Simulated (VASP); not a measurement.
# Na (P6_3/mmc) in VASP: notebook

Runs on Na. Level: PBEsol. Tasks: single point.

Program: VASP 6.6.1. These are calculated values, not measurements. Logs are shortened: lines on timing, memory, paths and dates and some standing lists are left out, and cuts for length are marked.

## (1) The cell of the first run

The structure is hexagonal, space group P6_3/mmc (No. 194). Conventional cell: a = 3.880 Å, b = 3.880 Å, c = 6.062 Å, α = 90.00°, β = 90.00°, γ = 120.00°. Na (site symmetry -6m2) has 12 Na at 3.77 to 3.88 Å within 4.9 Å.

This isn't the form of Na at room conditions, which is bcc.

## (2) Single point, PBEsol (strain +0.030 along x and y, -0.015 along z)

Contents of INCAR:

```
SYSTEM = Na
PREC = Accurate
ENCUT = 520
EDIFF = 1E-6
ISMEAR = 0
SIGMA = 0.15
LREAL = .False.
LASPH = .True.
NELM = 100
ALGO = Normal
ISIF = 2
LWAVE = .False.
LCHARG = .False.
GGA = PS
NBANDS = 14
```

Contents of KPOINTS:

```
Automatic mesh
0
Gamma
  12 12 8
  0 0 0
```

Contents of POSCAR:

```
Na
1.0
    3.8800110275      0.0000000000      0.0000000000
   -1.9400055138      3.3601881168      0.0000000000
    0.0000000000      0.0000000000      6.0616900000
Na
2
Direct
    0.3333333333      0.6666666667      0.2500000000
    0.6666666667      0.3333333333      0.7500000000
```

Potentials or basis: VASP PAW PBE potentials, release 64 (Na_pv).

The run is started by

```console
$ cat potpaw_PBE.64/Na_pv/POTCAR > POTCAR
$ mpirun -np 1 vasp_std > vasp.out
```

OUTCAR:

```text
SYSTEM = Na
   PREC = Accurate
   ENCUT = 520
   EDIFF = 1E-6
   ISMEAR = 0
   LREAL = .False.
   LASPH = .True.
   NELM = 100
   ISIF = 2
   GGA = PS

 ion  position               nearest neighbor table
   1  0.333  0.667  0.250-
   2  0.667  0.333  0.750-

  LATTYP: Found a hexagonal cell.
 ALAT       =     3.8800110275
 C/A-ratio  =     1.5622867969

  Lattice vectors:

 A1 = (   3.8800110275,   0.0000000000,   0.0000000000)
 A2 = (  -1.9400055138,   3.3601881168,   0.0000000000)
 A3 = (   0.0000000000,   0.0000000000,   6.0616900000)

Analysis of symmetry for initial positions (statically):
=====================================================================
 Subroutine PRICEL returns:
 Original cell was already a primitive cell.

 Routine SETGRP: Setting up the symmetry group for a
 hexagonal supercell.

 Subroutine GETGRP returns: Found 24 space group operations
 (whereof 12 operations were pure point group operations)
 out of a pool of 24 trial point group operations.

The static configuration has the point symmetry D_3d.
 The point group associated with its full space group is D_6h.

Analysis of symmetry for dynamics (positions and initial velocities):
=====================================================================
 Subroutine PRICEL returns:
 Original cell was already a primitive cell.

 Routine SETGRP: Setting up the symmetry group for a
 hexagonal supercell.

 Subroutine GETGRP returns: Found 24 space group operations
 (whereof 12 operations were pure point group operations)
 out of a pool of 24 trial point group operations.

The dynamic configuration has the point symmetry D_3d.
 The point group associated with its full space group is D_6h.

 Subroutine INISYM returns: Found 24 space group operations
 (whereof 12 operations are pure point group operations),
 and found     1 'primitive' translations

----------------------------------------------------------------------------------------

                                     Primitive cell

  volume of cell :      79.0297

  direct lattice vectors                    reciprocal lattice vectors
     3.880011028  0.000000000  0.000000000     0.257731226  0.148801193  0.000000000
    -1.940005514  3.360188117  0.000000000     0.000000000  0.297602386  0.000000000
     0.000000000  0.000000000  6.061690000     0.000000000  0.000000000  0.164970495

  length of vectors
     3.880011028  3.880011028  6.061690000     0.297602386  0.297602386  0.164970495

  position of ions in fractional coordinates (direct lattice)
     0.333333333  0.666666667  0.250000000
     0.666666667  0.333333333  0.750000000

  ion indices of the primitive-cell ions
   primitive index   ion index
                 1           1
                 2           2

----------------------------------------------------------------------------------------

 KPOINTS: Automatic mesh

Automatic generation of k-mesh.
 Grid dimensions read from file:
 generate k-points for:   12   12    8

 Generating k-lattice:

  Cartesian coordinates                     Fractional coordinates (reciprocal lattice)
     0.021477602  0.012400099  0.000000000     0.083333333 -0.000000000  0.000000000
     0.000000000  0.024800199  0.000000000     0.000000000  0.083333333  0.000000000
     0.000000000  0.000000000  0.020621312     0.000000000  0.000000000  0.125000000

  Length of vectors
     0.024800199  0.024800199  0.020621312

  Shift w.r.t. Gamma in fractional coordinates (k-lattice)
     0.000000000  0.000000000  0.000000000

 Subroutine IBZKPT returns following result:
 ===========================================

 Found     95 irreducible k-points:

 Following reciprocal coordinates:
            Coordinates               Weight
  0.000000  0.000000  0.000000      1.000000
  0.083333  0.000000  0.000000      6.000000
  0.166667  0.000000  0.000000      6.000000
  0.250000  0.000000  0.000000      6.000000
  0.333333  0.000000  0.000000      6.000000
  0.416667  0.000000  0.000000      6.000000
[... 16 lines left out ...]
  0.250000  0.000000  0.125000     12.000000
  0.333333  0.000000  0.125000     12.000000
 [... further k-points ...]
   k-points           NKPTS =     95   k-points in BZ     NKDIM =     95   number of bands    NBANDS=     14
   number of dos      NEDOS =    301   number of ions     NIONS =      2
   total plane-waves  NPLWV =  43200
   dimension x,y,z NGX =    30 NGY =   30 NGZ =   48
   dimension x,y,z NGXF=    60 NGYF=   60 NGZF=   96
   ions per type =               2
   NGX,Y,Z   is equivalent  to a cutoff of  12.85, 12.85, 13.16 a.u.
   NGXF,Y,Z  is equivalent  to a cutoff of  25.71, 25.71, 26.33 a.u.
 SYSTEM =  Na
   PREC   = accura    normal or accurate (medium, high low for compatibility)
   ISTART =      0    job   : 0-new  1-cont  2-samecut
   ICHARG =      2    charge: 1-file 2-atom 10-const
   ISPIN  =      1    spin polarized calculation?
   LNONCOLLINEAR =      F non collinear calculations
   LSORBIT =      F    spin-orbit coupling
   LASPH  =      T    aspherical Exc in radial PAW
   ENCUT  =  520.0 eV  38.22 Ry    6.18 a.u.   7.21  7.21 11.27*2*pi/ulx,y,z
   NELM   =    100;   NELMIN=  2; NELMDL= -5     # of ELM steps
   EDIFF  = 0.1E-05   stopping-criterion for ELM
   LREAL  =      F    real-space projection
[... 7 lines left out ...]
   TEBEG  =    0.0;   TEEND  =   0.0 temperature during run
   PSTRESS=    0.0 pullay stress
   NELECT =      14.0000    total number of electrons
   NUPDOWN=      -1.0000    fix difference up-down
   EMIN   =  10.00;   EMAX   =-10.00  energy-range for DOS
   EFERMI =   0.00;   METHOD = LEGACY
   ISMEAR =     0;   SIGMA  =   0.15  broadening in eV -4-tet -1-fermi 0-gaus
   EFERMI_NEDOS =   21; number of points for ismear=-14 and -15
   IALGO  =     38    algorithm
   IMIX   =      4    mixing-type and parameters
     AMIX     =   0.40;   BMIX     =  1.00
     AMIX_MAG =   1.60;   BMIX_MAG =  1.00
  volume/ion in A,a.u.               =      39.51       266.66
  Fermi-wavevector in a.u.,A,eV,Ry     =   0.919434  1.737479 11.501816  0.845360
  Thomas-Fermi vector in A             =   2.044628
   LORBIT       =      0    0 simple, 1 ext, 2 COOP (PROOUT), +10 PAW based schemes
   GGA     = PS    functional components
   LHFCALC =     F    Hartree Fock is set to
   AEXX    =    0.0000 exact exchange contribution
   IVDW    =     0    specifies the selected vdW correction
   LEPSILON=     F    determine dielectric tensor
   LRPA    =     F    only Hartree local field effects (RPA)
 non-spin polarized calculation
 Gauss-broadening in eV      SIGMA  =   0.15
  energy-cutoff  :      520.00
  volume of cell :       79.03
 maximum number of plane-waves:      2148
 NGX is ok and might be reduce to    30
   NGX = 15   NGY = 15   NGZ = 23

 number of electron      13.9999994 magnetization

 Free energy of the ion-electron system (eV)
  ---------------------------------------------------
  ext. energy  EPLUGINS =         0.00000000
  ---------------------------------------------------
  free energy    TOTEN  =        -2.79433913 eV

  energy without entropy =       -2.78552884  energy(sigma->0) =       -2.78993398

 E-fermi :   0.1278     XC(G=0):  -6.3347

 val. band max:        0.1270760698   @ k =   0.2500   0.0000   0.2500
 cond. band min:       0.1575584705   @ k =   0.3333   0.1667   0.3750
 fundamental gap:      0.0304824007
 Fermi energy:         0.1277897637

 k-point     1 :       0.0000    0.0000    0.0000
  band No.  band energies     occupation
      1     -24.7368      2.00000
      2     -24.7096      2.00000
      3     -24.7096      2.00000
      4     -24.7054      2.00000
      5     -24.7045      2.00000
      6     -24.7045      2.00000
      7      -3.0154      2.00000
      8       0.8668      0.00000
      9       1.2988      0.00000
     10       9.4097      0.00000
     11       9.4097      0.00000
     12       9.6517      0.00000
     13       9.6517      0.00000
     14      10.1452      0.00000

 k-point     2 :       0.0833    0.0000    0.0000
  band No.  band energies     occupation
      1     -24.7362      2.00000
      2     -24.7108      2.00000
      3     -24.7100      2.00000
      4     -24.7058      2.00000
      5     -24.7057      2.00000
      6     -24.7047      2.00000
      7      -2.9200      2.00000
      8       0.9521      0.00000
      9       1.3912      0.00000
     10       7.8257      0.00000
     11       8.6463      0.00000
     12       9.1267      0.00000
     13      10.5463      0.00000
     14      11.1719      0.00000

 k-point     3 :       0.1667    0.0000    0.0000
  band No.  band energies     occupation
      1     -24.7343      2.00000
      2     -24.7141      2.00000
      3     -24.7112      2.00000
      4     -24.7092      2.00000
      5     -24.7067      2.00000
      6     -24.7052      2.00000
      7      -2.6348      2.00000
      8       1.2080      0.00000
      9       1.6641      0.00000
     10       6.0605      0.00000
     11       7.9297      0.00000
     12       8.2477      0.00000
     13       9.5031      0.00000
     14      10.5693      0.00000
[... 324 lines left out ...]
 k-point    23 :       0.2500    0.0000    0.1250
  band No.  band energies     occupation
      1     -24.7312      2.00000
      2     -24.7180      2.00000
      3     -24.7149      2.00000
      4     -24.7124      2.00000
      5     -24.7081      2.00000
      6     -24.7062      2.00000
      7      -2.0977      2.00000
      8       0.9219      0.00000
      9       2.9044      0.00000
     10       4.5195      0.00000
     11       7.0265      0.00000
     12       7.4261      0.00000
     13       7.9806      0.00000
     14       9.7122      0.00000

 k-point    24 :       0.3333    0.0000    0.1250
  band No.  band energies     occupation
      1     -24.7290      2.00000
      2     -24.7218      2.00000
      3     -24.7192      2.00000
      4     -24.7138      2.00000
      5     -24.7100      2.00000
      6     -24.7070      2.00000
      7      -1.4441      2.00000
      8       1.5234      0.00000
      9       2.8253      0.00000
     10       3.7329      0.00000
     11       5.7019      0.00000
     12       7.0275      0.00000
     13       7.1063      0.00000
     14       8.6301      0.00000

 [... further k-points ...]
[... 5 lines left out ...]
  --------------------------------------------------------------------------------------
  -------------------------------------------------------------------------------------
  Total       -0.3176180     -0.3176180     -0.1437490      0.0000000     -0.0000000     -0.0000000
  in kB       -6.4391036     -6.4391036     -2.9142391      0.0000000     -0.0000000     -0.0000000
  external PRESSURE =      -5.2641488 kB  Pullay stress =       0.0000000 kB

 VOLUME and BASIS-vectors are now :
 -----------------------------------------------------------------------------
  energy-cutoff  :      520.00
  volume of cell :       79.03
      direct lattice vectors                 reciprocal lattice vectors
     3.880011028  0.000000000  0.000000000     0.257731226  0.148801193  0.000000000
    -1.940005514  3.360188117  0.000000000     0.000000000  0.297602386  0.000000000
     0.000000000  0.000000000  6.061690000     0.000000000  0.000000000  0.164970495

 POSITION                                       TOTAL-FORCE (eV/Angst)
 -----------------------------------------------------------------------------------
     -0.00000      2.24013      1.51542        -0.000000      0.000000      0.000000
      1.94001      1.12006      4.54627         0.000000     -0.000000      0.000000
 -----------------------------------------------------------------------------------
    total drift:                               -0.000000      0.000000      0.000000

  FREE ENERGIE OF THE ION-ELECTRON SYSTEM (eV)
  ---------------------------------------------------
  free  energy   TOTEN  =        -2.7943391276 eV

  energy  without entropy=       -2.7855288415  energy(sigma->0) =       -2.78993398
```

It took 25 s on 1 thread of Intel Xeon 6975P-C (Granite Rapids), shared host; peak memory 0.23 GiB.

Results:

| Item | Value |
| --- | --- |
| Free energy | -2.7943 eV |
| Pressure | -0.5 GPa |
| Band gap on the k mesh | zero (bands 7 and 8 overlap by 4.02 eV) |

Stress tensor (GPa, compression positive):
```
-0.64  0.00  0.00
 0.00 -0.64  0.00
 0.00  0.00 -0.29
```

Levels at points of the mesh, in eV from the Fermi level:
```
           k point  band 5  band 6  band 7  band 8  band 9  band 10
(0.00, 0.00, 0.00)  -24.83  -24.83   -3.14    0.74    1.17     9.28
(0.50, 0.00, 0.00)  -24.84  -24.84    0.16    0.23    3.81     3.85
(0.00, 0.00, 0.50)  -24.83  -24.83   -2.10   -2.10    5.80     5.80
(0.50, 0.00, 0.50)  -24.84  -24.84    0.99    0.99    1.42     1.42
```

Caveat: the cell differs from its parent crystal (strain +0.030 along x and y, -0.015 along z); the PAW data sets were made with another functional, which shifts forces and pressure a little.

## (3) Single point, PBEsol (strain +0.015 along x and y, +0.015 along z)

Contents of INCAR:

```
SYSTEM = Na
PREC     = Accurate       ! precision mode
ENCUT    = 520            ! plane-wave cutoff, eV
EDIFF    = 1E-6           ! SCF threshold, eV
ISMEAR   = 0              ! smearing method
SIGMA    = 0.15           ! smearing width, eV
LREAL    = .FALSE.        ! projectors in reciprocal space
LASPH    = .TRUE.         ! aspherical terms in the spheres
NELM     = 100            ! most SCF steps
ALGO     = Normal         ! electronic algorithm
ISIF     = 2              ! what is computed and relaxed
LWAVE    = .FALSE.        ! write WAVECAR
LCHARG   = .FALSE.        ! write CHGCAR
GGA      = PS             ! functional
NBANDS   = 14             ! bands
```

Contents of KPOINTS:

```
regular mesh
0
G
  12 12 8
  0 0 0
```

Contents of POSCAR:

```
Na
1.0
    3.8235060126      0.0000000000      0.0000000000
   -1.9117530063      3.3112533384      0.0000000000
    0.0000000000      0.0000000000      6.2463100000
Na
2
Direct
    0.3333333333      0.6666666667      0.2500000000
    0.6666666667      0.3333333333      0.7500000000
```

Potentials or basis: VASP PAW PBE potentials, release 64 (Na_pv).

The run is started by

```console
$ cat potpaw_PBE.64/Na_pv/POTCAR > POTCAR
$ mpirun -np 1 vasp_std > vasp.out
```

Run time: 24 s. Hardware: 1 thread of Intel Xeon 6975P-C (Granite Rapids), shared host; peak memory 0.22 GiB.

Results (log left out):

| Item | Value |
| --- | --- |
| Free energy | -2.7960 eV |
| Pressure | -0.5 GPa |
| Band gap on the k mesh | zero (bands 7 and 8 overlap by 4.15 eV) |

Stress tensor (GPa, compression positive):
```
-0.50  0.00  0.00
 0.00 -0.50  0.00
 0.00  0.00 -0.61
```

Levels at points of the mesh, in eV from the Fermi level:
| k point | band 5 | band 6 | band 7 | band 8 | band 9 | band 10 |
| --- | --- | --- | --- | --- | --- | --- |
| (0.00, 0.00, 0.00) | -24.83 | -24.83 | -3.14 | 0.55 | 0.91 | 9.63 |
| (0.50, 0.00, 0.00) | -24.83 | -24.83 | 0.25 | 0.34 | 3.73 | 3.76 |
| (0.00, 0.00, 0.50) | -24.83 | -24.83 | -2.15 | -2.15 | 5.32 | 5.32 |
| (0.50, 0.00, 0.50) | -24.83 | -24.83 | 1.03 | 1.03 | 1.47 | 1.47 |

Caveat: the cell differs from its parent crystal (strain +0.015 along x and y, +0.015 along z); the PAW data sets were made with another functional, which shifts forces and pressure a little.

The gap in the log of VASP goes by the Fermi energy; the results here count the filled bands.